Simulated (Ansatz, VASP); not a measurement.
# Two plane-wave programs on ZnSe

Contents of INCAR:

```
SYSTEM = ZnSe
PREC = Accurate
ENCUT = 520
EDIFF = 1E-7
ISMEAR = 0
SIGMA = 0.01
LREAL = .False.
LASPH = .True.
NELM = 100
ALGO = Normal
ISIF = 2
LWAVE = .False.
LCHARG = .False.
GGA = PE
NBANDS = 16
```

File KPOINTS:

```
regular mesh
0
Gamma
  6 6 6
  0 0 0
```

The input POSCAR:

```
ZnSe
1.0
    0.0000000000      2.8324246788      2.8324246788
    2.8324246788      0.0000000000      2.8324246788
    2.8324246788      2.8324246788      0.0000000000
Zn Se
1 1
Direct
    0.0000000000      0.0000000000      0.0000000000
    0.2500000000      0.2500000000      0.2500000000
```

Input for Ansatz:

```yaml
crystal:
  lattice:
    - [0.0, 2.8324246788, 2.8324246788]
    - [2.8324246788, 0.0, 2.8324246788]
    - [2.8324246788, 2.8324246788, 0.0]
  atoms:
    - { symbol: Zn, position: [0.0, 0.0, 0.0] }
    - { symbol: Se, position: [0.25, 0.25, 0.25] }
kpoints:
  mp_grid: { grid: [6, 6, 6] }
hamiltonian:
  xc: pbe
scf:
  occupations: { method: fixed }
  n_extra_bands: 4
  max_iter: 73
output:
  forces: true
  stress: true
  eigenvalues: true
basis:
  ecutrho_ratio: 8
```

Alike in both runs: task single point; functional PBE; k mesh 6 × 6 × 6; no spin polarisation.

```csv
,VASP,Ansatz
version,VASP 6.6.1,Ansatz 0.2.0
potentials or method,"VASP PAW PBE potentials, release 64 (Zn, Se)",plane waves
plane-wave cutoff (eV),520,420
occupations,"gaussian, width 0.01 eV",fixed
valence electrons in the cell,18,28
```

|  | VASP | Ansatz | Ansatz less VASP |
| --- | --- | --- | --- |
| gap on the k mesh at the Fermi level (eV) | 1.29 | 1.29 | -0.002 |
| pressure (GPa) | 2.5 | 2.2 | -0.24 |

VASP's potentials hold 18 valence electrons a cell and Ansatz's 28, so a difference there can come from the potentials and not from the codes.
